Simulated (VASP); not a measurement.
# Mn2RuN3 (P-6m2) in VASP: relaxation of cell and atoms with PBE

Aim: the relaxation of cell and atoms of Mn2RuN3 with PBE.

All numbers are computed with VASP 6.6.1; they aren't measurements. Logs are shortened: lines on timing, memory, paths and dates and some standing lists are left out, and cuts for length are marked.

## (1) The cell of the first run

Symmetry: P-6m2, No. 187, hexagonal system. The conventional cell has a = 3.465 Å, b = 3.465 Å, c = 8.208 Å, α = 90.00°, β = 90.00°, γ = 120.00°. Within 1.9 Å of Mn (site symmetry -6m2) lie 2 N at 1.41 Å. Mn (site symmetry -6m2) has 5 N at 2.00 to 2.69 Å within 2.7 Å. Within 2.7 Å of Ru (site symmetry -6m2) lie 3 Mn at 2.00 Å and 6 N at 2.45 Å. N (site symmetry 3m) has 1 Mn at 1.41 Å within 1.9 Å. N (site symmetry -6m2) has 3 Mn at 2.00 Å within 2.7 Å.

The cell was built from a structure type or drawn by symmetry, and may not be a known phase.

## (2) Relaxation of cell and atoms, PBE, collinear spin, ferromagnetic start

The input, INCAR:

```
SYSTEM = Mn2RuN3
PREC     = Accurate       ! precision mode
ENCUT    = 600            ! plane-wave cutoff, eV
EDIFF    = 1E-7           ! SCF threshold, eV
ISMEAR   = 0              ! smearing method
SIGMA    = 0.1            ! smearing width, eV
LREAL    = .FALSE.        ! projectors in reciprocal space
LASPH    = .TRUE.         ! aspherical terms in the spheres
NELM     = 150            ! most SCF steps
ALGO     = Normal         ! electronic algorithm
ISIF     = 3              ! what is computed and relaxed
LWAVE    = .FALSE.        ! write WAVECAR
LCHARG   = .FALSE.        ! write CHGCAR
ISPIN    = 2              ! spin polarisation
MAGMOM   = 4 4 1 0 0 0    ! initial moments
LORBIT   = 11             ! projections on sites
LMAXMIX  = 4              ! l up to which the mixer works
GGA      = PE             ! functional
IBRION   = 2              ! ionic algorithm
NSW      = 90             ! ionic steps
EDIFFG   = -0.04          ! ionic threshold
```

The input, KPOINTS:

```
Automatic mesh
0
G
  6 6 2
  0 0 0
```

The input, POSCAR:

```
Mn2RuN3
1.0
    3.4648603400      0.0000000000      0.0000000000
   -1.7324301700      3.0006570800      0.0000000000
    0.0000000000      0.0000000000      8.2082437800
Mn Ru N
2 1 3
Direct
    0.3333333300      0.6666666700      0.5000000000
    0.3333333300      0.6666666700      0.0000000000
    0.6666666700      0.3333333300      0.5000000000
    0.3333333300      0.6666666700      0.3282052200
    0.3333333300      0.6666666700      0.6717947800
    0.6666666700      0.3333333300      0.0000000000
```

Potentials or basis: VASP PAW PBE potentials, release 64 (Mn_pv, Ru_pv, N).

Launch:

```bash
$ cat potpaw_PBE.64/Mn_pv/POTCAR potpaw_PBE.64/Ru_pv/POTCAR potpaw_PBE.64/N/POTCAR > POTCAR
$ mpirun -np 1 vasp_std > vasp.out
```

OUTCAR:

```text
SYSTEM = Mn2RuN3
   PREC = Accurate
   ENCUT = 600
   EDIFF = 1E-7
   ISMEAR = 0
   LREAL = .FALSE.
   LASPH = .TRUE.
   NELM = 150
   ISIF = 3
   ISPIN = 2
   LORBIT = 11
   GGA = PE
   IBRION = 2
   NSW = 90
   EDIFFG = -0.04

 ion  position               nearest neighbor table
   1  0.333  0.667  0.500-   4 1.41   5 1.41   3 2.00   3 2.00   3 2.00
   2  0.333  0.667  0.000-   6 2.00   6 2.00   6 2.00
   3  0.667  0.333  0.500-   1 2.00   1 2.00   1 2.00   4 2.45   5 2.45   4 2.45   5 2.45   5 2.45
                             4 2.45
   4  0.333  0.667  0.328-   1 1.41   3 2.45   3 2.45   3 2.45
   5  0.333  0.667  0.672-   1 1.41   3 2.45   3 2.45   3 2.45
   6  0.667  0.333  0.000-   2 2.00   2 2.00   2 2.00

  LATTYP: Found a hexagonal cell.
 ALAT       =     3.4648603400
 C/A-ratio  =     2.3689970084

  Lattice vectors:

 A1 = (   3.4648603400,   0.0000000000,   0.0000000000)
 A2 = (  -1.7324301700,   3.0006570800,   0.0000000000)
 A3 = (   0.0000000000,   0.0000000000,   8.2082437800)

Analysis of symmetry for initial positions (statically):
=====================================================================
 Subroutine PRICEL returns:
 Original cell was already a primitive cell.

 Routine SETGRP: Setting up the symmetry group for a
 hexagonal supercell.

 Subroutine GETGRP returns: Found 12 space group operations
 (whereof 12 operations were pure point group operations)
 out of a pool of 24 trial point group operations.

The static configuration has the point symmetry D_3h.

Analysis of symmetry for dynamics (positions and initial velocities):
=====================================================================
 Subroutine PRICEL returns:
 Original cell was already a primitive cell.

 Routine SETGRP: Setting up the symmetry group for a
 hexagonal supercell.

 Subroutine GETGRP returns: Found 12 space group operations
 (whereof 12 operations were pure point group operations)
 out of a pool of 24 trial point group operations.

The dynamic configuration has the point symmetry D_3h.

Analysis of structural, dynamic, and magnetic symmetry:
=====================================================================
 Subroutine PRICEL returns:
 Original cell was already a primitive cell.

 Routine SETGRP: Setting up the symmetry group for a
 hexagonal supercell.

 Subroutine GETGRP returns: Found 12 space group operations
 (whereof 12 operations were pure point group operations)
 out of a pool of 24 trial point group operations.

The overall configuration has the point symmetry D_3h.

 Subroutine INISYM returns: Found 12 space group operations
 (whereof 12 operations are pure point group operations),
 and found     1 'primitive' translations

----------------------------------------------------------------------------------------

                                     Primitive cell

  volume of cell :      85.3399

  direct lattice vectors                    reciprocal lattice vectors
     3.464860340  0.000000000  0.000000000     0.288611921  0.166630170  0.000000000
    -1.732430170  3.000657080  0.000000000     0.000000000  0.333260340  0.000000000
     0.000000000  0.000000000  8.208243780     0.000000000  0.000000000  0.121828740

  length of vectors
     3.464860340  3.464860344  8.208243780     0.333260341  0.333260340  0.121828740

  position of ions in fractional coordinates (direct lattice)
     0.333333330  0.666666670  0.500000000
     0.333333330  0.666666670  0.000000000
     0.666666670  0.333333330  0.500000000
     0.333333330  0.666666670  0.328205220
     0.333333330  0.666666670  0.671794780
     0.666666670  0.333333330  0.000000000

  ion indices of the primitive-cell ions
   primitive index   ion index
                 1           1
                 2           2
                 3           3
                 4           4
                 5           5
                 6           6

----------------------------------------------------------------------------------------

 KPOINTS: Automatic mesh

Automatic generation of k-mesh.
 Grid dimensions read from file:
 generate k-points for:    6    6    2

 Generating k-lattice:

  Cartesian coordinates                     Fractional coordinates (reciprocal lattice)
     0.048101987  0.027771695  0.000000000     0.166666667 -0.000000000  0.000000000
     0.000000000  0.055543390  0.000000000     0.000000000  0.166666667  0.000000000
     0.000000000  0.000000000  0.060914370     0.000000000  0.000000000  0.500000000

  Length of vectors
     0.055543390  0.055543390  0.060914370

  Shift w.r.t. Gamma in fractional coordinates (k-lattice)
     0.000000000  0.000000000  0.000000000

 Subroutine IBZKPT returns following result:
 ===========================================

 Found     14 irreducible k-points:

 Following reciprocal coordinates:
            Coordinates               Weight
  0.000000  0.000000  0.000000      1.000000
  0.166667  0.000000  0.000000      6.000000
  0.333333  0.000000  0.000000      6.000000
  0.500000  0.000000  0.000000      3.000000
  0.166667  0.166667  0.000000      6.000000
  0.333333  0.166667  0.000000     12.000000
  0.333333  0.333333  0.000000      2.000000
  0.000000  0.000000  0.500000      1.000000
  0.166667  0.000000  0.500000      6.000000
  0.333333  0.000000  0.500000      6.000000
  0.500000  0.000000  0.500000      3.000000
  0.166667  0.166667  0.500000      6.000000
  0.333333  0.166667  0.500000     12.000000
  0.333333  0.333333  0.500000      2.000000
   k-points           NKPTS =     14   k-points in BZ     NKDIM =     14   number of bands    NBANDS=     38
   number of dos      NEDOS =    301   number of ions     NIONS =      6
   total plane-waves  NPLWV =  54880
   dimension x,y,z NGX =    28 NGY =   28 NGZ =   70
   dimension x,y,z NGXF=    56 NGYF=   56 NGZF=  140
   ions per type =               2   1   3
   NGX,Y,Z   is equivalent  to a cutoff of  13.43, 13.43, 14.18 a.u.
   NGXF,Y,Z  is equivalent  to a cutoff of  26.87, 26.87, 28.35 a.u.
 SYSTEM =  Mn2RuN3
   PREC   = accura    normal or accurate (medium, high low for compatibility)
   ISTART =      0    job   : 0-new  1-cont  2-samecut
   ICHARG =      2    charge: 1-file 2-atom 10-const
   ISPIN  =      2    spin polarized calculation?
   LNONCOLLINEAR =      F non collinear calculations
   LSORBIT =      F    spin-orbit coupling
   LASPH  =      T    aspherical Exc in radial PAW
   ENCUT  =  600.0 eV  44.10 Ry    6.64 a.u.   6.92  6.92 16.39*2*pi/ulx,y,z
   NELM   =    150;   NELMIN=  2; NELMDL= -5     # of ELM steps
   EDIFF  = 0.1E-06   stopping-criterion for ELM
   LREAL  =      F    real-space projection
   EDIFFG = -.4E-01   stopping-criterion for IOM
   NSW    =     90    number of steps for IOM
   IBRION =      2    ionic relax: 0-MD 1-quasi-New 2-CG
   NFREE  =      1    steps in history (QN), initial steepest desc. (CG)
   ISIF   =      3    stress and relaxation
   ISYM   =      2    0-nonsym 1-usesym 2-fastsym
   POTIM  = 0.5000    time-step for ionic-motion
   TEBEG  =    0.0;   TEEND  =   0.0 temperature during run
   PSTRESS=    0.0 pullay stress
   NELECT =      55.0000    total number of electrons
   NUPDOWN=      -1.0000    fix difference up-down
   EMIN   =  10.00;   EMAX   =-10.00  energy-range for DOS
   EFERMI =   0.00;   METHOD = LEGACY
   ISMEAR =     0;   SIGMA  =   0.10  broadening in eV -4-tet -1-fermi 0-gaus
   EFERMI_NEDOS =   21; number of points for ismear=-14 and -15
   IALGO  =     38    algorithm
   IMIX   =      4    mixing-type and parameters
     AMIX     =   0.40;   BMIX     =  1.00
     AMIX_MAG =   1.60;   BMIX_MAG =  1.00
  volume/ion in A,a.u.               =      14.22        95.98
  Fermi-wavevector in a.u.,A,eV,Ry     =   1.414094  2.672250 27.207051  1.999662
  Thomas-Fermi vector in A             =   2.535672
   LORBIT       =     11    0 simple, 1 ext, 2 COOP (PROOUT), +10 PAW based schemes
   GGA     = PE    functional components
   LHFCALC =     F    Hartree Fock is set to
   AEXX    =    0.0000 exact exchange contribution
   IVDW    =     0    specifies the selected vdW correction
   LEPSILON=     F    determine dielectric tensor
   LRPA    =     F    only Hartree local field effects (RPA)
 conjugate gradient relaxation of ions
 spin polarized calculation
 Gauss-broadening in eV      SIGMA  =   0.10
  energy-cutoff  :      600.00
  volume of cell :       85.34
 maximum number of plane-waves:      2859
 NGX is ok and might be reduce to    28
   NGX = 13   NGY = 13   NGZ = 33

--------------------------------------- Ionic step        1  -------------------------------------------

 number of electron      55.0000009 magnetization       0.9356054

 Free energy of the ion-electron system (eV)
  ---------------------------------------------------
  ext. energy  EPLUGINS =         0.00000000
  ---------------------------------------------------
  free energy    TOTEN  =       -35.32648125 eV

  energy without entropy =      -35.29558590  energy(sigma->0) =      -35.31103358

------------------------ aborting loop because EDIFF is reached ----------------------------------------

  FORCE on cell =-STRESS in cart. coord.  units (eV):
  Direction    XX          YY          ZZ          XY          YZ          ZX
  --------------------------------------------------------------------------------------
  -------------------------------------------------------------------------------------
  Total       16.7797937     16.7797937     52.2779181      0.0000000     -0.0000000      0.0000000
  in kB      315.0248785    315.0248795    981.4688489      0.0000000     -0.0000000      0.0000000
  external PRESSURE =     537.1728690 kB  Pullay stress =       0.0000000 kB
[... 103 lines left out ...]
  FREE ENERGIE OF THE ION-ELECTRON SYSTEM (eV)
  ---------------------------------------------------
  free  energy   TOTEN  =       -35.9306229911 eV

  energy  without entropy=      -35.8984417619  energy(sigma->0) =      -35.91453238

 E-fermi :   3.1954     XC(G=0): -10.0295

 val. band max:        3.1650217153   @ k =   0.3333   0.1667   0.0000
 cond. band min:       3.2223105835   @ k =   0.3333   0.0000   0.0000
 fundamental gap:      0.0572888682
 Fermi energy:         3.1953729697

 spin component 1

 k-point     1 :       0.0000    0.0000    0.0000
  band No.  band energies     occupation
      1     -45.9596      1.00000
      2     -45.5079      1.00000
      3     -45.5079      1.00000
      4     -45.2496      1.00000
      5     -45.2496      1.00000
      6     -45.0511      1.00000
[... 1140 lines left out ...]
     37       7.8833      0.00000
     38       8.1054      0.00000

 E-fermi :   2.9702     XC(G=0):  -9.9170

 val. band max:        2.9465558642   @ k =   0.3333   0.1667   0.0000
 cond. band min:       2.9820114025   @ k =   0.3333   0.0000   0.0000
 fundamental gap:      0.0354555383
 Fermi energy:         2.9702275476

 spin component 1

 k-point     1 :       0.0000    0.0000    0.0000
  band No.  band energies     occupation
      1     -46.1197      1.00000
      2     -45.5587      1.00000
      3     -45.5587      1.00000
      4     -45.4284      1.00000
      5     -45.4284      1.00000
      6     -45.3301      1.00000
[... 1140 lines left out ...]
     37       7.6084      0.00000
     38       7.6756      0.00000

[... ionic steps 4 to 17 ...]

--------------------------------------- Ionic step       18  -------------------------------------------

 number of electron      55.0000006 magnetization      -0.0047686

------------------------ aborting loop because EDIFF is reached ----------------------------------------
[... 79 lines left out ...]
 number of electron      55.0000008 magnetization      -0.0000073

 number of electron      55.0000008 magnetization       0.0004326

 Free energy of the ion-electron system (eV)
  ---------------------------------------------------
  ext. energy  EPLUGINS =         0.00000000
  ---------------------------------------------------
  free energy    TOTEN  =       -44.17743200 eV

  energy without entropy =      -44.12020244  energy(sigma->0) =      -44.14881722

 E-fermi :   4.5141     XC(G=0): -10.7665

 val. band max:        4.5049978894   @ k =   0.3333   0.0000   0.0000
 cond. band min:       4.5449900151   @ k =   0.3333   0.3333   0.5000
 fundamental gap:      0.0399921257
 Fermi energy:         4.5141218910

 spin component 1

 k-point     1 :       0.0000    0.0000    0.0000
  band No.  band energies     occupation
      1     -44.4794      1.00000
      2     -44.4635      1.00000
      3     -44.1629      1.00000
      4     -44.1629      1.00000
      5     -44.0266      1.00000
      6     -44.0266      1.00000
[... 1173 lines left out ...]
  FREE ENERGIE OF THE ION-ELECTRON SYSTEM (eV)
  ---------------------------------------------------
  free  energy   TOTEN  =       -44.1774320017 eV

  energy  without entropy=      -44.1202024360  energy(sigma->0) =      -44.14881722

 reached required accuracy - stopping structural energy minimisation

 total charge

# of ion       s       p       d       tot
------------------------------------------
    1        0.532   6.582   5.444  12.557
    2        0.344   6.440   5.046  11.830
    3        0.378   6.182   6.221  12.780
    4        1.317   2.278   0.000   3.595
    5        1.317   2.278   0.000   3.595
    6        1.295   2.118   0.000   3.413
--------------------------------------------------
tot          5.182  25.878  16.711  47.771

 magnetization (x)

# of ion       s       p       d       tot
------------------------------------------
    1       -0.000  -0.000  -0.000  -0.000
    2       -0.000  -0.000   0.000   0.000
    3       -0.000  -0.000  -0.000  -0.000
    4        0.000   0.000   0.000   0.000
    5        0.000   0.000   0.000   0.000
    6        0.000   0.000   0.000   0.000
--------------------------------------------------
tot          0.000   0.000   0.000   0.001
```

Wall time 37 min (1 thread of Intel Xeon 6975P-C (Granite Rapids), shared host); peak memory 0.35 GiB.

Results:

- Free energy: -44.1774 eV
- Relaxed volume: 13.82 Å³/atom
- Relaxed cell: a = 3.683 Å, b = 3.683 Å, c = 7.060 Å, α = 90.00°, β = 90.00°, γ = 120.00°
- Space group after relaxing (to 0.1 Å): P-6m2 (No. 187)
- Energy gained by relaxing: 1475.2 meV/atom
- Ionic steps: 20
- Pressure after relaxing: 0.1 GPa
- Largest force after relaxing: 0.032 eV/Å
- Net moment: 0.00 μB per cell
- Valence electrons inside the program's atomic spheres: Mn 12.56, 11.83; Ru 12.78; N 3.60, 3.41 (each value once)

Forces in eV/Å, atoms in the order of the input:
```
Mn   0.000  0.000  0.000
Mn   0.000  0.000  0.000
Ru   0.000  0.000  0.000
N    0.000  0.000  0.032
N    0.000  0.000 -0.032
N    0.000  0.000  0.000
```

Stress tensor (GPa, compression positive):
```
0.07 0.00 0.00
0.00 0.07 0.00
0.00 0.00 0.23
```

The path:
```csv
step,energy change (eV),largest force (eV/Å),pressure (GPa),volume (Å³)
1,0.0000,21.8470,53.72,85.34
2,-0.0160,1.7205,-10.43,156.12
3,-0.6041,1.3186,-10.82,150.63
4,-0.8498,1.1374,-10.60,145.28
5,-2.2084,0.8644,-15.99,113.04
6,-4.3231,2.0578,-12.76,98.64
7,-5.5396,0.5729,-2.37,91.86
8,-5.6851,1.6089,6.36,88.56
9,-5.6957,1.0092,4.12,89.29
10,-7.0273,2.3017,-9.77,95.08
11,-7.1934,3.0578,-12.18,97.34
12,-8.2852,3.0653,-6.46,90.96
13,-8.3443,1.8445,0.14,88.12
14,-8.3786,2.4641,-2.68,89.17
15,-8.6999,1.7781,-2.89,85.81
16,-8.7201,0.9949,-3.46,86.53
17,-8.8425,0.3120,-1.20,83.84
18,-8.8502,0.1252,-0.25,83.02
19,-8.8509,0.0007,0.27,82.88
20,-8.8510,0.0324,0.12,82.91
```

Final structure:
```cif
data_structure
_symmetry_space_group_name_H-M 'P 1'
_symmetry_Int_Tables_number 1
_cell_length_a 3.6827
_cell_length_b 3.6827
_cell_length_c 7.0596
_cell_angle_alpha 90.000
_cell_angle_beta 90.000
_cell_angle_gamma 120.000
_cell_volume 82.91
loop_
_atom_site_label
_atom_site_type_symbol
_atom_site_fract_x
_atom_site_fract_y
_atom_site_fract_z
_atom_site_occupancy
Mn1 Mn 0.33333 0.66667 0.50000 1
Mn2 Mn 0.33333 0.66667 0.00000 1
Ru1 Ru 0.66667 0.33333 0.50000 1
N1 N 0.33333 0.66667 0.24982 1
N2 N 0.33333 0.66667 0.75018 1
N3 N 0.66667 0.33333 0.00000 1
```

Levels at points of the mesh, in eV from the Fermi level:
Spin up:
```
           k point  band 24  band 25  band 26  band 27  band 28  band 29  band 30  band 31  band 32  band 33
(0.00, 0.00, 0.00)    -1.30    -1.30    -0.68    -0.68    -0.60    -0.21     0.15     0.15     1.34     2.31
(0.50, 0.00, 0.00)    -1.85    -1.38    -0.47    -0.42     0.04     0.31     0.68     0.89     1.69     1.95
(0.00, 0.00, 0.50)    -1.29    -1.29    -1.21    -0.40    -0.40     0.30     1.11     1.11     1.32     1.32
(0.50, 0.00, 0.50)    -0.70    -0.56    -0.49    -0.35    -0.11     0.37     0.76     0.77     0.83     1.62
```
Spin down:
| k point | band 26 | band 27 | band 28 | band 29 | band 30 | band 31 |
| --- | --- | --- | --- | --- | --- | --- |
| (0.00, 0.00, 0.00) | -0.68 | -0.68 | -0.60 | -0.21 | 0.15 | 0.15 |
| (0.50, 0.00, 0.00) | -0.47 | -0.42 | 0.04 | 0.31 | 0.68 | 0.89 |
| (0.00, 0.00, 0.50) | -1.21 | -0.40 | -0.40 | 0.30 | 1.11 | 1.11 |
| (0.50, 0.00, 0.50) | -0.49 | -0.35 | -0.11 | 0.37 | 0.76 | 0.77 |

Caveat: the k points lie up to 0.45 Å⁻¹ apart in the final cell. With open d or f shells a metallic result of PBE can be an artefact of self-interaction; +U or a hybrid may open a gap.
